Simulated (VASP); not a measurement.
# MgTiF4 (P4/mmm) in VASP: single point with PBE

Aim: the single point of MgTiF4 with PBE.

Everything below comes from runs of VASP 6.6.1. Logs are shortened: lines on timing, memory, paths and dates and some standing lists are left out, and cuts for length are marked.

**1. The cell of the first run**

Symmetry: P4/mmm, No. 123, tetragonal system. The conventional cell has a = 3.603 Å, b = 3.603 Å, c = 5.113 Å, α = 90.00°, β = 90.00°, γ = 90.00°. Within 2.9 Å of Mg (site symmetry 4/mmm) lie 8 F at 2.19 Å. Ti (site symmetry 4/mmm) has 8 F at 2.22 Å within 2.9 Å. Within 2.9 Å of F (site symmetry 2mm) lie 2 Mg at 2.19 Å and 2 Ti at 2.22 Å and 6 F at 2.50 to 2.61 Å.

**2. Single point, PBE, collinear spin**

Input file INCAR:

```
SYSTEM = MgTiF4
PREC     = Accurate       ! precision mode
ENCUT    = 520            ! plane-wave cutoff, eV
EDIFF    = 1E-7           ! SCF threshold, eV
ISMEAR   = 0              ! smearing method
SIGMA    = 0.01           ! smearing width, eV
LREAL    = .FALSE.        ! projectors in reciprocal space
LASPH    = .TRUE.         ! aspherical terms in the spheres
NELM     = 150            ! most SCF steps
ALGO     = Normal         ! electronic algorithm
ISIF     = 2              ! what is computed and relaxed
LWAVE    = .FALSE.        ! write WAVECAR
LCHARG   = .FALSE.        ! write CHGCAR
ISPIN    = 2              ! spin polarisation
MAGMOM   = 0 1 0 0 0 0    ! initial moments
LORBIT   = 11             ! projections on sites
LMAXMIX  = 4              ! l up to which the mixer works
GGA      = PE             ! functional
NBANDS   = 34             ! bands
```

Input file KPOINTS:

```
Automatic mesh
0
G
  10 10 8
  0 0 0
```

Input file POSCAR:

```
MgTiF4
1.0
    3.6030380000      0.0000000000      0.0000000000
    0.0000000000      3.6030380000      0.0000000000
    0.0000000000      0.0000000000      5.1133740000
Mg Ti F
1 1 4
Direct
    0.0000000000      0.0000000000      0.5000000000
    0.5000000000      0.5000000000      0.0000000000
    0.5000000000      0.0000000000      0.2552090000
    0.5000000000      0.0000000000      0.7447910000
    0.0000000000      0.5000000000      0.7447910000
    0.0000000000      0.5000000000      0.2552090000
```

Potentials or basis: VASP PAW PBE potentials, release 64 (Mg, Ti_sv, F).

Run with:

```console
$ cat potpaw_PBE.64/Mg/POTCAR potpaw_PBE.64/Ti_sv/POTCAR potpaw_PBE.64/F/POTCAR > POTCAR
$ mpirun -np 1 vasp_std > vasp.out
```

OUTCAR:

```text
SYSTEM = MgTiF4
   PREC = Accurate
   ENCUT = 520
   EDIFF = 1E-7
   ISMEAR = 0
   LREAL = .FALSE.
   LASPH = .TRUE.
   NELM = 150
   ISIF = 2
   ISPIN = 2
   LORBIT = 11
   GGA = PE

 ion  position               nearest neighbor table
   1  0.000  0.000  0.500-   3 2.19   4 2.19   5 2.19   6 2.19   5 2.19   6 2.19   3 2.19   4 2.19

   2  0.500  0.500  0.000-   3 2.22   4 2.22   5 2.22   6 2.22   3 2.22   4 2.22   5 2.22   6 2.22

   3  0.500  0.000  0.255-   1 2.19   1 2.19   2 2.22   2 2.22
   4  0.500  0.000  0.745-   1 2.19   1 2.19   2 2.22   2 2.22
   5  0.000  0.500  0.745-   1 2.19   1 2.19   2 2.22   2 2.22
   6  0.000  0.500  0.255-   1 2.19   1 2.19   2 2.22   2 2.22

  LATTYP: Found a simple tetragonal cell.
 ALAT       =     3.6030380000
 C/A-ratio  =     1.4191840330

  Lattice vectors:

 A1 = (   3.6030380000,   0.0000000000,   0.0000000000)
 A2 = (   0.0000000000,   3.6030380000,   0.0000000000)
 A3 = (   0.0000000000,   0.0000000000,   5.1133740000)

Analysis of symmetry for initial positions (statically):
=====================================================================
 Subroutine PRICEL returns:
 Original cell was already a primitive cell.

 Routine SETGRP: Setting up the symmetry group for a
 simple tetragonal supercell.

 Subroutine GETGRP returns: Found 16 space group operations
 (whereof 16 operations were pure point group operations)
 out of a pool of 16 trial point group operations.

The static configuration has the point symmetry D_4h.

Analysis of symmetry for dynamics (positions and initial velocities):
=====================================================================
 Subroutine PRICEL returns:
 Original cell was already a primitive cell.

 Routine SETGRP: Setting up the symmetry group for a
 simple tetragonal supercell.

 Subroutine GETGRP returns: Found 16 space group operations
 (whereof 16 operations were pure point group operations)
 out of a pool of 16 trial point group operations.

The dynamic configuration has the point symmetry D_4h.

Analysis of structural, dynamic, and magnetic symmetry:
=====================================================================
 Subroutine PRICEL returns:
 Original cell was already a primitive cell.

 Routine SETGRP: Setting up the symmetry group for a
 simple tetragonal supercell.

 Subroutine GETGRP returns: Found 16 space group operations
 (whereof 16 operations were pure point group operations)
 out of a pool of 16 trial point group operations.

The overall configuration has the point symmetry D_4h.

 Subroutine INISYM returns: Found 16 space group operations
 (whereof 16 operations are pure point group operations),
 and found     1 'primitive' translations

----------------------------------------------------------------------------------------

                                     Primitive cell

  volume of cell :      66.3812

  direct lattice vectors                    reciprocal lattice vectors
     3.603038000  0.000000000  0.000000000     0.277543562  0.000000000  0.000000000
     0.000000000  3.603038000  0.000000000     0.000000000  0.277543562  0.000000000
     0.000000000  0.000000000  5.113374000     0.000000000  0.000000000  0.195565589

  length of vectors
     3.603038000  3.603038000  5.113374000     0.277543562  0.277543562  0.195565589

  position of ions in fractional coordinates (direct lattice)
     0.000000000  0.000000000  0.500000000
     0.500000000  0.500000000  0.000000000
     0.500000000  0.000000000  0.255209000
     0.500000000  0.000000000  0.744791000
     0.000000000  0.500000000  0.744791000
     0.000000000  0.500000000  0.255209000

  ion indices of the primitive-cell ions
   primitive index   ion index
                 1           1
                 2           2
                 3           3
                 4           4
                 5           5
                 6           6

[... 28 lines left out ...]
  0.000000  0.000000  0.000000      1.000000
  0.100000  0.000000  0.000000      4.000000
  0.200000  0.000000  0.000000      4.000000
  0.300000  0.000000  0.000000      4.000000
  0.400000  0.000000  0.000000      4.000000
  0.500000  0.000000  0.000000      2.000000
[... 16 lines left out ...]
  0.100000  0.000000  0.125000      8.000000
  0.200000  0.000000  0.125000      8.000000
 [... further k-points ...]
   k-points           NKPTS =    105   k-points in BZ     NKDIM =    105   number of bands    NBANDS=     34
   number of dos      NEDOS =    301   number of ions     NIONS =      6
   total plane-waves  NPLWV =  31360
   dimension x,y,z NGX =    28 NGY =   28 NGZ =   40
   dimension x,y,z NGXF=    56 NGYF=   56 NGZF=   80
   ions per type =               1   1   4
   NGX,Y,Z   is equivalent  to a cutoff of  12.92, 12.92, 13.00 a.u.
   NGXF,Y,Z  is equivalent  to a cutoff of  25.84, 25.84, 26.01 a.u.
 SYSTEM =  MgTiF4
   PREC   = accura    normal or accurate (medium, high low for compatibility)
   ISTART =      0    job   : 0-new  1-cont  2-samecut
   ICHARG =      2    charge: 1-file 2-atom 10-const
   ISPIN  =      2    spin polarized calculation?
   LNONCOLLINEAR =      F non collinear calculations
   LSORBIT =      F    spin-orbit coupling
   LASPH  =      T    aspherical Exc in radial PAW
   ENCUT  =  520.0 eV  38.22 Ry    6.18 a.u.   6.70  6.70  9.51*2*pi/ulx,y,z
   NELM   =    150;   NELMIN=  2; NELMDL= -5     # of ELM steps
   EDIFF  = 0.1E-06   stopping-criterion for ELM
   LREAL  =      F    real-space projection
   EDIFFG = 0.1E-05   stopping-criterion for IOM
   NSW    =      0    number of steps for IOM
   IBRION =     -1    ionic relax: 0-MD 1-quasi-New 2-CG
   NFREE  =      0    steps in history (QN), initial steepest desc. (CG)
   ISIF   =      2    stress and relaxation
   ISYM   =      2    0-nonsym 1-usesym 2-fastsym
   POTIM  = 0.5000    time-step for ionic-motion
   TEBEG  =    0.0;   TEEND  =   0.0 temperature during run
   PSTRESS=    0.0 pullay stress
   NELECT =      42.0000    total number of electrons
   NUPDOWN=      -1.0000    fix difference up-down
   EMIN   =  10.00;   EMAX   =-10.00  energy-range for DOS
   EFERMI =   0.00;   METHOD = LEGACY
   ISMEAR =     0;   SIGMA  =   0.01  broadening in eV -4-tet -1-fermi 0-gaus
   EFERMI_NEDOS =   21; number of points for ismear=-14 and -15
   IALGO  =     38    algorithm
   IMIX   =      4    mixing-type and parameters
     AMIX     =   0.40;   BMIX     =  1.00
     AMIX_MAG =   1.60;   BMIX_MAG =  1.00
  volume/ion in A,a.u.               =      11.06        74.66
  Fermi-wavevector in a.u.,A,eV,Ry     =   1.405431  2.655879 26.874719  1.975236
  Thomas-Fermi vector in A             =   2.527893
   LORBIT       =     11    0 simple, 1 ext, 2 COOP (PROOUT), +10 PAW based schemes
   GGA     = PE    functional components
   LHFCALC =     F    Hartree Fock is set to
   AEXX    =    0.0000 exact exchange contribution
   IVDW    =     0    specifies the selected vdW correction
   LEPSILON=     F    determine dielectric tensor
   LRPA    =     F    only Hartree local field effects (RPA)
 spin polarized calculation
 Gauss-broadening in eV      SIGMA  =   0.01
  energy-cutoff  :      520.00
  volume of cell :       66.38
 maximum number of plane-waves:      1812
 NGX is ok and might be reduce to    28
   NGX = 13   NGY = 13   NGZ = 19

 number of electron      42.0000026 magnetization       1.9999830

 Free energy of the ion-electron system (eV)
  ---------------------------------------------------
  ext. energy  EPLUGINS =         0.00000000
  ---------------------------------------------------
  free energy    TOTEN  =       -34.86107712 eV

  energy without entropy =      -34.86107712  energy(sigma->0) =      -34.86107712

 E-fermi :   6.8089     XC(G=0): -10.3354

 val. band max:        6.6798005785   @ k =   0.5000   0.5000   0.5000
 cond. band min:       6.8459836829   @ k =   0.0000   0.0000   0.0000
 fundamental gap:      0.1661831043
 Fermi energy:         6.8088947292

 spin component 1

 k-point     1 :       0.0000    0.0000    0.0000
  band No.  band energies     occupation
      1     -51.3549      1.00000
      2     -27.7735      1.00000
      3     -27.6791      1.00000
      4     -27.6789      1.00000
      5     -20.4789      1.00000
      6     -19.7512      1.00000
[... 853 lines left out ...]
     32      16.6852      0.00000
     33      17.4917      0.00000

 [... further k-points ...]

 spin component 2

 k-point     1 :       0.0000    0.0000    0.0000
  band No.  band energies     occupation
      1     -49.7535      1.00000
      2     -26.2108      1.00000
      3     -26.0796      1.00000
      4     -26.0795      1.00000
      5     -20.4562      1.00000
      6     -19.7020      1.00000
[... 853 lines left out ...]
     32      17.2792      0.00000
     33      18.1374      0.00000

 [... further k-points ...]

 [bands above 33 left out]

------------------------ aborting loop because EDIFF is reached ----------------------------------------

  FORCE on cell =-STRESS in cart. coord.  units (eV):
  Direction    XX          YY          ZZ          XY          YZ          ZX
  --------------------------------------------------------------------------------------
  -------------------------------------------------------------------------------------
  Total       -0.1256860     -0.1256860     -0.1978581      0.0000000     -0.0000000      0.0000000
  in kB       -3.0335573     -3.0335573     -4.7755027      0.0000000     -0.0000000      0.0000000
  external PRESSURE =      -3.6142058 kB  Pullay stress =       0.0000000 kB

 VOLUME and BASIS-vectors are now :
 -----------------------------------------------------------------------------
  energy-cutoff  :      520.00
  volume of cell :       66.38
      direct lattice vectors                 reciprocal lattice vectors
     3.603038000  0.000000000  0.000000000     0.277543562  0.000000000  0.000000000
     0.000000000  3.603038000  0.000000000     0.000000000  0.277543562  0.000000000
     0.000000000  0.000000000  5.113374000     0.000000000  0.000000000  0.195565589

 POSITION                                       TOTAL-FORCE (eV/Angst)
 -----------------------------------------------------------------------------------
      0.00000      0.00000      2.55669         0.000000      0.000000      0.000000
      1.80152      1.80152      0.00000         0.000000      0.000000      0.000000
      1.80152      0.00000      1.30498         0.000000      0.000000      0.184145
      1.80152      0.00000      3.80839         0.000000     -0.000000     -0.184145
      0.00000      1.80152      3.80839        -0.000000      0.000000     -0.184145
      0.00000      1.80152      1.30498         0.000000      0.000000      0.184145
 -----------------------------------------------------------------------------------
    total drift:                                0.000000      0.000000     -0.000000

  FREE ENERGIE OF THE ION-ELECTRON SYSTEM (eV)
  ---------------------------------------------------
  free  energy   TOTEN  =       -34.8610771192 eV

  energy  without entropy=      -34.8610771192  energy(sigma->0) =      -34.86107712

 total charge

# of ion       s       p       d       tot
------------------------------------------
    1        0.097   0.104   0.045   0.246
    2        2.084   6.048   2.022  10.154
    3        1.734   4.395   0.000   6.129
    4        1.734   4.395   0.000   6.129
    5        1.734   4.395   0.000   6.129
    6        1.734   4.395   0.000   6.129
--------------------------------------------------
tot          9.116  23.732   2.067  34.915

 magnetization (x)

# of ion       s       p       d       tot
------------------------------------------
    1        0.003   0.001   0.000   0.004
    2        0.008   0.007   1.670   1.684
    3       -0.000   0.004   0.000   0.003
    4       -0.000   0.004   0.000   0.003
    5       -0.000   0.004   0.000   0.003
    6       -0.000   0.004   0.000   0.003
--------------------------------------------------
tot          0.010   0.022   1.670   1.702
```

It took 8 min on 1 thread of Intel Xeon 8259CL, shared host; peak memory 0.45 GiB.

What came out:

| Property | Result |
| --- | --- |
| Free energy | -34.8611 eV |
| Pressure | -0.4 GPa |
| Largest force | 0.184 eV/Å |
| Band gap on the k mesh | 0.17 eV (least direct gap 0.38 eV) |
| Net moment | 2.00 μB per cell |
| Site moments | Mg +0.00; Ti +1.68; F +0.00 μB |
| Valence electrons inside the program's atomic spheres | Mg 0.25; Ti 10.15; F 6.13 |

Forces in eV/Å, atoms in the order of the input:
```
Mg   0.000  0.000  0.000
Ti   0.000  0.000  0.000
F    0.000  0.000  0.184
F    0.000  0.000 -0.184
F    0.000  0.000 -0.184
F    0.000  0.000  0.184
```

Levels at points of the mesh, in eV from the valence-band top:
Spin up:
```
           k point  band 19  band 20  band 21  band 22  band 23  band 24  band 25  band 26
(0.00, 0.00, 0.00)    -6.71    -6.31    -0.72    -0.21     0.17     1.59     2.12     2.12
(0.50, 0.00, 0.00)    -6.77    -6.57    -0.30    -0.19     1.28     1.55     2.08     3.46
(0.50, 0.50, 0.00)    -6.31    -6.27    -0.69    -0.09     1.37     1.37     1.77     5.80
(0.00, 0.00, 0.50)    -6.64    -6.64    -0.49    -0.20     1.81     2.03     2.03     2.10
(0.50, 0.00, 0.50)    -7.71    -7.64    -0.20    -0.17     1.43     1.73     2.03     4.45
(0.50, 0.50, 0.50)    -6.44    -6.37    -0.48     0.00     1.22     1.22     1.80     5.77
```
Spin down:
```
           k point  band 18  band 19  band 20  band 21  band 22  band 23
(0.00, 0.00, 0.00)    -6.68    -6.68    -6.30     0.36     1.61     2.34
(0.50, 0.00, 0.00)    -7.65    -6.74    -6.56     1.75     2.26     2.36
(0.50, 0.50, 0.00)    -6.55    -6.32    -6.24     1.41     2.19     2.19
(0.00, 0.00, 0.50)    -6.84    -6.63    -6.63     1.72     2.19     2.35
(0.50, 0.00, 0.50)    -7.75    -7.67    -7.61     2.16     2.24     2.29
(0.50, 0.50, 0.50)    -6.46    -6.45    -6.34     1.69     2.02     2.02
```

A k mesh can miss the band edges.
